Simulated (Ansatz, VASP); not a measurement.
W5C: VASP beside Ansatz

The input INCAR:

```
SYSTEM = W5C
PREC = Accurate
ENCUT = 600
EDIFF = 1E-6
ISMEAR = 0
SIGMA = 0.1
LREAL = .False.
LASPH = .True.
NELM = 80
ALGO = Fast
ISIF = 3
LWAVE = .False.
LCHARG = .False.
GGA = PE
IBRION = 2
NSW = 100
EDIFFG = -0.01
```

The input KPOINTS:

```
Automatic mesh
0
Gamma
  10 10 10
  0 0 0
```

The input POSCAR:

```
W5C
1.0
   -3.2053064734      3.2053064734      2.1205258072
    3.2053064734     -3.2053064734      2.1205258072
    3.2053064734      3.2053064734     -2.1205258072
W C
5 1
Direct
    0.0000000000      0.0000000000      0.0000000000
    0.8077320374      0.6115448768      0.4192769142
    0.6115448768      0.1922679626      0.8038128394
    0.1922679626      0.3884551232      0.5807230858
    0.3884551232      0.8077320374      0.1961871606
    0.5000000000      0.5000000000      0.0000000000
```

Input for Ansatz:

```yaml
crystal:
  lattice:
    - [-3.2053064734, 3.2053064734, 2.1205258072]
    - [3.2053064734, -3.2053064734, 2.1205258072]
    - [3.2053064734, 3.2053064734, -2.1205258072]
  atoms:
    - { symbol: W, position: [0.0, 0.0, 0.0] }
    - { symbol: W, position: [0.8077320374, 0.6115448768, 0.4192769142] }
    - { symbol: W, position: [0.6115448768, 0.1922679626, 0.8038128394] }
    - { symbol: W, position: [0.1922679626, 0.3884551232, 0.5807230858] }
    - { symbol: W, position: [0.3884551232, 0.8077320374, 0.1961871606] }
    - { symbol: C, position: [0.5, 0.5, 0.0] }
basis:
  ecutwfc: 420
kpoints:
  mp_grid: { grid: [10, 10, 10] }
hamiltonian:
  xc: pbe
scf:
  occupations: { method: gaussian, width: 0.1 }
output:
  forces: true
  stress: true
  eigenvalues: true
relax:
  adjacent_minimum: "off"
  f_tol: 0.01
  max_steps: 80
  cell: { stress_tol: 0.05 }
```

Alike in both runs: task relaxation of cell and atoms; functional PBE; k mesh 10 × 10 × 10; occupations gaussian, width 0.1 eV; no spin polarisation.

|  | VASP | Ansatz |
| --- | --- | --- |
| version | VASP 6.6.1 | Ansatz 0.2.0 |
| potentials or method | VASP PAW PBE potentials, release 64 (W_sv, C), cutoff 600 eV | scalar-relativistic, plane waves, PAW |
| valence electrons in the cell | 74 | 74 |

```tsv
	VASP	Ansatz	Ansatz less VASP
gap on the k mesh at the Fermi level, each at its own relaxed structure (eV)	none	none	-
relaxed volume (Å³/atom)	14.55	14.52	-0.034
relaxed length of the cell vector where the two differ most in proportion (Å)	5.008	5.004	-0.0040
```

A gap of «none» marks a metal or a gap that the smearing closes.

Spin-orbit coupling is off throughout.
